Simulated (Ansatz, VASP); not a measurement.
# Na: VASP beside Ansatz

```
Na
1.0
    -2.13152    2.13152    2.13152
     2.13152   -2.13152    2.13152
     2.13152    2.13152   -2.13152
Na
1
Cartesian
  0.0000 0.0000 0.0000
```

Change from the starting cell: volume scaled by 1.02, crystal datasets.

Alike in both runs: task electric field gradients; functional PBE; k mesh 12 × 12 × 12; occupations fermi-dirac, width 0.05 eV; no spin polarisation.

|  | VASP | Ansatz |
| --- | --- | --- |
| version | VASP 6.6.1 | Ansatz 0.2.0 |
| potentials or method | VASP PAW PBE potentials, release 64 (Na_pv), cutoff 400 eV | all-electron PAW with datasets made for the crystal, scalar-relativistic |

|  | VASP | Ansatz | Ansatz less VASP |
| --- | --- | --- | --- |
| pressure (GPa) | -0.5 | -0.3 | +0.18 |

Ansatz ran all-electron here, and VASP with PAW potentials.
